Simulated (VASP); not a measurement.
# Mg: single point with LDA

The system is Mg.

```xyz
1
Lattice="-1.7059 1.7059 1.7059 1.7059 -1.7059 1.7059 1.7059 1.7059 -1.7059" Properties=species:S:1:pos:R:3 pbc="T T T"
Mg    0.0000    0.0000    0.0000
```

This cell differs from its parent crystal: volume scaled by 0.92.

```yaml
Program: VASP 6.6.1
Task: single point
Functional: LDA
Potentials_or_basis: VASP PAW LDA potentials, release 64 (Mg)
Cutoff: 520 eV
k_mesh: 14 × 14 × 14
Occupations: fermi-dirac, width 0.1 eV
Spin: no spin polarisation
Dipole_correction: no
Further_INCAR_settings: ALGO = Normal; EDIFF = 1e-07; NBANDS = 7
```

```
Pressure               : 3.5 GPa
Band gap on the k mesh : zero (band 1 reaches 7.38 eV, above the bottom of band 2 at 2.37 eV)
```

Levels at points of the mesh, in eV from the Fermi level:
| k point | band 1 | band 2 | band 3 | band 4 | band 5 | band 6 |
| --- | --- | --- | --- | --- | --- | --- |
| (0.00, 0.00, 0.00) | -7.63 | 13.87 | 13.87 | 13.87 | 16.12 | 16.12 |
| (0.50, 0.00, 0.00) | -1.72 | -0.97 | 9.10 | 10.32 | 11.12 | 12.62 |
| (0.50, 0.50, 0.50) | 4.05 | 4.05 | 4.22 | 4.22 | 4.22 | 8.86 |

Wall time 27 s on 1 thread of Intel Xeon 6975P-C, with other jobs on the host, peak memory 0.1 GiB.
